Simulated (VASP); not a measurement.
# ZrTi2C3 (I4/mmm) in VASP: single point with PBE

Aim: the single point of ZrTi2C3 with PBE.

Everything below comes from runs of VASP 6.6.1. Logs are shortened: lines on timing, memory, paths and dates and some standing lists are left out, and cuts for length are marked.

## Step 1: The cell of the first run

Symmetry: I4/mmm, No. 139, tetragonal system. Conventional cell: a = 3.238 Å, b = 3.238 Å, c = 13.632 Å, α = 90.00°, β = 90.00°, γ = 90.00°. Within 3.0 Å of Zr (site symmetry 4/mmm) lie 6 C at 2.29 to 2.35 Å. Ti (site symmetry 4mm) has 6 C at 2.13 to 2.33 Å within 2.8 Å. C (site symmetry 4mm) has 5 Ti at 2.13 to 2.29 Å and 1 Zr at 2.35 Å within 2.8 Å. C (site symmetry 4/mmm) has 4 Zr at 2.29 Å and 2 Ti at 2.33 Å within 3.0 Å.

## Step 2: Single point, PBE (11.91 Å³/atom)

Contents of INCAR:

```
SYSTEM = ZrTi2C3
PREC = Accurate
ENCUT = 520
EDIFF = 1E-7
ISMEAR = 0
SIGMA = 0.1
LREAL = .FALSE.
LASPH = .TRUE.
NELM = 60
ALGO = Normal
ISIF = 2
LWAVE = .FALSE.
LCHARG = .FALSE.
GGA = PE
NBANDS = 33
```

Contents of KPOINTS:

```
Automatic mesh
0
G
  16 16 16
  0 0 0
```

Contents of POSCAR:

```
ZrTi2C3
1.0
   -1.6191754739      1.6191754739      6.8157998873
    1.6191754739     -1.6191754739      6.8157998873
    1.6191754739      1.6191754739     -6.8157998873
Zr Ti C
1 2 3
Direct
    0.0000000000      0.0000000000      0.0000000000
    0.6711917397      0.6711917397      0.0000000000
    0.3288082603      0.3288082603      0.0000000000
    0.8275564648      0.8275564648      0.0000000000
    0.5000000000      0.5000000000      0.0000000000
    0.1724435352      0.1724435352      0.0000000000
```

Potentials or basis: VASP PAW PBE potentials, release 64 (Zr_sv, Ti_sv, C).

Run with:

```
cat potpaw_PBE.64/Zr_sv/POTCAR potpaw_PBE.64/Ti_sv/POTCAR potpaw_PBE.64/C/POTCAR > POTCAR
mpirun -np 1 vasp_std > vasp.out
```

OUTCAR:

```text
SYSTEM = ZrTi2C3
   PREC = Accurate
   ENCUT = 520
   EDIFF = 1E-7
   ISMEAR = 0
   LREAL = .FALSE.
   LASPH = .TRUE.
   NELM = 60
   ISIF = 2
   GGA = PE

 ion  position               nearest neighbor table
   1  0.000  0.000  0.000-   5 2.29   5 2.29   5 2.29   5 2.29   6 2.35   4 2.35   2 3.27   3 3.27
                             3 3.27   2 3.27   3 3.27   2 3.27   3 3.27   2 3.27
   2  0.671  0.671  0.000-   4 2.13   6 2.29   6 2.29   6 2.29   6 2.29   5 2.33   1 3.27   1 3.27
                             1 3.27   1 3.27
   3  0.329  0.329  0.000-   6 2.13   4 2.29   4 2.29   4 2.29   4 2.29   5 2.33   1 3.27   1 3.27
                             1 3.27   1 3.27
   4  0.828  0.828  0.000-   2 2.13   3 2.29   3 2.29   3 2.29   3 2.29   1 2.35
   5  0.500  0.500  0.000-   1 2.29   1 2.29   1 2.29   1 2.29   3 2.33   2 2.33
   6  0.172  0.172  0.000-   3 2.13   2 2.29   2 2.29   2 2.29   2 2.29   1 2.35

  LATTYP: Found a body centered tetragonal cell.
 ALAT       =     3.2383509478
 C/A-ratio  =     4.2094263390

  Lattice vectors:

 A1 = (  -1.6191754739,   1.6191754739,   6.8157998873)
 A2 = (   1.6191754739,  -1.6191754739,   6.8157998873)
 A3 = (   1.6191754739,   1.6191754739,  -6.8157998873)

Analysis of symmetry for initial positions (statically):
=====================================================================
 Subroutine PRICEL returns:
 Original cell was already a primitive cell.

 Routine SETGRP: Setting up the symmetry group for a
 body centered tetragonal supercell.

 Subroutine GETGRP returns: Found 16 space group operations
 (whereof 16 operations were pure point group operations)
 out of a pool of 16 trial point group operations.

The static configuration has the point symmetry D_4h.

Analysis of symmetry for dynamics (positions and initial velocities):
=====================================================================
 Subroutine PRICEL returns:
 Original cell was already a primitive cell.

 Routine SETGRP: Setting up the symmetry group for a
 body centered tetragonal supercell.

 Subroutine GETGRP returns: Found 16 space group operations
 (whereof 16 operations were pure point group operations)
 out of a pool of 16 trial point group operations.

The dynamic configuration has the point symmetry D_4h.

 Subroutine INISYM returns: Found 16 space group operations
 (whereof 16 operations are pure point group operations),
 and found     1 'primitive' translations

----------------------------------------------------------------------------------------

                                     Primitive cell

  volume of cell :      71.4767

  direct lattice vectors                    reciprocal lattice vectors
    -1.619175474  1.619175474  6.815799887     0.000000000  0.308799144  0.073358961
     1.619175474 -1.619175474  6.815799887     0.308799144  0.000000000  0.073358961
     1.619175474  1.619175474 -6.815799887     0.308799144  0.308799144  0.000000000

  length of vectors
     7.190172914  7.190172914  7.190172914     0.317393208  0.317393208  0.436707937

  position of ions in fractional coordinates (direct lattice)
     0.000000000  0.000000000  0.000000000
     0.671191740  0.671191740  0.000000000
     0.328808260  0.328808260  0.000000000
     0.827556465  0.827556465  0.000000000
     0.500000000  0.500000000  0.000000000
     0.172443535  0.172443535  0.000000000

  ion indices of the primitive-cell ions
   primitive index   ion index
                 1           1
                 2           2
                 3           3
                 4           4
                 5           5
                 6           6

----------------------------------------------------------------------------------------

 KPOINTS: Automatic mesh

Automatic generation of k-mesh.
 Grid dimensions read from file:
 generate k-points for:   16   16   16

 Generating k-lattice:

  Cartesian coordinates                     Fractional coordinates (reciprocal lattice)
     0.000000000  0.019299946  0.004584935     0.062500000 -0.000000000  0.000000000
     0.019299946  0.000000000  0.004584935    -0.000000000  0.062500000  0.000000000
     0.019299946  0.019299946  0.000000000     0.000000000  0.000000000  0.062500000

  Length of vectors
     0.019837075  0.019837075  0.027294246

  Shift w.r.t. Gamma in fractional coordinates (k-lattice)
     0.000000000  0.000000000  0.000000000

 Subroutine IBZKPT returns following result:
 ===========================================

 Found    349 irreducible k-points:

 Following reciprocal coordinates:
            Coordinates               Weight
  0.000000  0.000000  0.000000      1.000000
  0.062500  0.000000  0.000000      8.000000
  0.125000  0.000000  0.000000      8.000000
  0.187500  0.000000 -0.000000      8.000000
  0.250000  0.000000  0.000000      8.000000
  0.312500  0.000000  0.000000      8.000000
[... 16 lines left out ...]
 -0.125000  0.062500  0.000000     16.000000
 -0.062500  0.062500  0.000000      4.000000
 [... further k-points ...]
   k-points           NKPTS =    349   k-points in BZ     NKDIM =    349   number of bands    NBANDS=     33
   number of dos      NEDOS =    301   number of ions     NIONS =      6
   total plane-waves  NPLWV = 157464
   dimension x,y,z NGX =    54 NGY =   54 NGZ =   54
   dimension x,y,z NGXF=   108 NGYF=  108 NGZF=  108
   ions per type =               1   2   3
   NGX,Y,Z   is equivalent  to a cutoff of  12.49, 12.49, 12.49 a.u.
   NGXF,Y,Z  is equivalent  to a cutoff of  24.97, 24.97, 24.97 a.u.
 SYSTEM =  ZrTi2C3
   PREC   = accura    normal or accurate (medium, high low for compatibility)
   ISTART =      0    job   : 0-new  1-cont  2-samecut
   ICHARG =      2    charge: 1-file 2-atom 10-const
   ISPIN  =      1    spin polarized calculation?
   LNONCOLLINEAR =      F non collinear calculations
   LSORBIT =      F    spin-orbit coupling
   LASPH  =      T    aspherical Exc in radial PAW
   ENCUT  =  520.0 eV  38.22 Ry    6.18 a.u.  13.37 13.37 13.37*2*pi/ulx,y,z
   NELM   =     60;   NELMIN=  2; NELMDL= -5     # of ELM steps
   EDIFF  = 0.1E-06   stopping-criterion for ELM
   LREAL  =      F    real-space projection
   EDIFFG = 0.1E-05   stopping-criterion for IOM
   NSW    =      0    number of steps for IOM
   IBRION =     -1    ionic relax: 0-MD 1-quasi-New 2-CG
   NFREE  =      0    steps in history (QN), initial steepest desc. (CG)
   ISIF   =      2    stress and relaxation
   ISYM   =      2    0-nonsym 1-usesym 2-fastsym
   POTIM  = 0.5000    time-step for ionic-motion
   TEBEG  =    0.0;   TEEND  =   0.0 temperature during run
   PSTRESS=    0.0 pullay stress
   NELECT =      48.0000    total number of electrons
   NUPDOWN=      -1.0000    fix difference up-down
   EMIN   =  10.00;   EMAX   =-10.00  energy-range for DOS
   EFERMI =   0.00;   METHOD = LEGACY
   ISMEAR =     0;   SIGMA  =   0.10  broadening in eV -4-tet -1-fermi 0-gaus
   EFERMI_NEDOS =   21; number of points for ismear=-14 and -15
   IALGO  =     38    algorithm
   IMIX   =      4    mixing-type and parameters
     AMIX     =   0.40;   BMIX     =  1.00
     AMIX_MAG =   1.60;   BMIX_MAG =  1.00
  volume/ion in A,a.u.               =      11.91        80.39
  Fermi-wavevector in a.u.,A,eV,Ry     =   1.433619  2.709147 27.963549  2.055263
  Thomas-Fermi vector in A             =   2.553117
   LORBIT       =      0    0 simple, 1 ext, 2 COOP (PROOUT), +10 PAW based schemes
   GGA     = PE    functional components
   LHFCALC =     F    Hartree Fock is set to
   AEXX    =    0.0000 exact exchange contribution
   IVDW    =     0    specifies the selected vdW correction
   LEPSILON=     F    determine dielectric tensor
   LRPA    =     F    only Hartree local field effects (RPA)
 non-spin polarized calculation
 Gauss-broadening in eV      SIGMA  =   0.10
  energy-cutoff  :      520.00
  volume of cell :       71.48
 maximum number of plane-waves:      1950
 NGX is ok and might be reduce to    54
   NGX = 27   NGY = 27   NGZ = 27

 number of electron      48.0000001 magnetization

 Free energy of the ion-electron system (eV)
  ---------------------------------------------------
  ext. energy  EPLUGINS =         0.00000000
  ---------------------------------------------------
  free energy    TOTEN  =       -56.26760109 eV

  energy without entropy =      -56.26271953  energy(sigma->0) =      -56.26516031

 E-fermi :   8.6672     XC(G=0): -12.1167

 val. band max:        8.6653048937   @ k =  -0.1250   0.1250   0.0000
 cond. band min:       8.6684991854   @ k =  -0.3125  -0.3750   0.3125
 fundamental gap:      0.0031942917
 Fermi energy:         8.6671898082

 k-point     1 :       0.0000    0.0000    0.0000
  band No.  band energies     occupation
      1     -48.2737      2.00000
      2     -48.2396      2.00000
      3     -39.2315      2.00000
      4     -24.5414      2.00000
      5     -24.4764      2.00000
      6     -24.4764      2.00000
[... 25 lines left out ...]
     32      10.6981      0.00000
     33      11.9988      0.00000

 k-point     2 :       0.0625    0.0000    0.0000
  band No.  band energies     occupation
      1     -48.2729      2.00000
      2     -48.2395      2.00000
      3     -39.2297      2.00000
      4     -24.5415      2.00000
      5     -24.4839      2.00000
      6     -24.4750      2.00000
[... 25 lines left out ...]
     32      10.8981      0.00000
     33      11.9626      0.00000

 k-point     3 :       0.1250    0.0000    0.0000
  band No.  band energies     occupation
      1     -48.2707      2.00000
      2     -48.2392      2.00000
      3     -39.2246      2.00000
      4     -24.5424      2.00000
      5     -24.5036      2.00000
      6     -24.4711      2.00000
[... 25 lines left out ...]
     32      11.3936      0.00000
     33      11.9502      0.00000

 k-point     4 :       0.1875    0.0000   -0.0000
  band No.  band energies     occupation
      1     -48.2673      2.00000
      2     -48.2389      2.00000
      3     -39.2169      2.00000
      4     -24.5469      2.00000
      5     -24.5300      2.00000
      6     -24.4650      2.00000
[... 673 lines left out ...]
     32      11.9441      0.00000
     33      11.9521      0.00000

 k-point    23 :      -0.1250    0.0625    0.0000
  band No.  band energies     occupation
      1     -48.2700      2.00000
      2     -48.2391      2.00000
      3     -39.2228      2.00000
      4     -24.5421      2.00000
      5     -24.5021      2.00000
      6     -24.4784      2.00000
[... 25 lines left out ...]
     32      11.4603      0.00000
     33      11.9890      0.00000

 k-point    24 :      -0.0625    0.0625    0.0000
  band No.  band energies     occupation
      1     -48.2721      2.00000
      2     -48.2394      2.00000
      3     -39.2279      2.00000
      4     -24.5414      2.00000
      5     -24.4835      2.00000
      6     -24.4816      2.00000
[... 25 lines left out ...]
     32      11.1274      0.00000
     33      11.9851      0.00000

 [... further k-points ...]
[... 5 lines left out ...]
  --------------------------------------------------------------------------------------
  -------------------------------------------------------------------------------------
  Total       -5.2460394     -5.2460394     -5.2192208      0.0000000      0.0000000     -0.0000000
  in kB     -117.5919177   -117.5919177   -116.9907699      0.0000000      0.0000000     -0.0000000
  external PRESSURE =    -117.3915351 kB  Pullay stress =       0.0000000 kB

 VOLUME and BASIS-vectors are now :
 -----------------------------------------------------------------------------
  energy-cutoff  :      520.00
  volume of cell :       71.48
      direct lattice vectors                 reciprocal lattice vectors
    -1.619175474  1.619175474  6.815799887     0.000000000  0.308799144  0.073358961
     1.619175474 -1.619175474  6.815799887     0.308799144  0.000000000  0.073358961
     1.619175474  1.619175474 -6.815799887     0.308799144  0.308799144  0.000000000

 POSITION                                       TOTAL-FORCE (eV/Angst)
 -----------------------------------------------------------------------------------
      0.00000      0.00000      0.00000        -0.000000     -0.000000      0.000000
      0.00000      0.00000      9.14942         0.000000      0.000000     -0.008255
      0.00000      0.00000      4.48218         0.000000      0.000000      0.008255
      0.00000      0.00000     11.28092         0.000000      0.000000      0.005800
      0.00000      0.00000      6.81580        -0.000000     -0.000000      0.000000
      0.00000      0.00000      2.35068        -0.000000     -0.000000     -0.005800
 -----------------------------------------------------------------------------------
    total drift:                                0.000000     -0.000000      0.000000

  FREE ENERGIE OF THE ION-ELECTRON SYSTEM (eV)
  ---------------------------------------------------
  free  energy   TOTEN  =       -56.2676010925 eV

  energy  without entropy=      -56.2627195319  energy(sigma->0) =      -56.26516031
```

Wall time 62 min (1 thread of Intel Xeon Platinum 8488C (Sapphire Rapids), shared host); peak memory 0.96 GiB.

Results:

```
Free energy            : -56.2676 eV
Pressure               : -11.7 GPa
Largest force          : 0.008 eV/Å
Band gap on the k mesh : zero (bands 24 and 25 overlap by 1.11 eV)
```

Forces on the atoms (eV/Å):
```
Zr   0.000  0.000  0.000
Ti   0.000  0.000 -0.008
Ti   0.000  0.000  0.008
C    0.000  0.000  0.006
C    0.000  0.000  0.000
C    0.000  0.000 -0.006
```

Levels at points of the mesh, in eV from the Fermi level:
```tsv
k point	band 20	band 21	band 22	band 23	band 24	band 25	band 26	band 27	band 28	band 29
(0.00, 0.00, 0.00)	-0.60	-0.60	-0.22	-0.22	0.78	0.81	0.81	1.25	1.28	1.28
(0.50, 0.00, 0.00)	-2.69	-2.63	-2.44	-2.33	-2.11	1.97	2.24	2.24	2.46	3.03
(0.50, 0.50, 0.00)	-2.07	-2.05	-1.78	-1.43	-0.08	0.08	1.54	2.02	2.61	2.80
(0.50, 0.50, 0.50)	-0.51	-0.51	-0.19	-0.19	0.02	0.09	0.09	0.17	1.50	1.97
```

Caveat: the cell stands under tension.
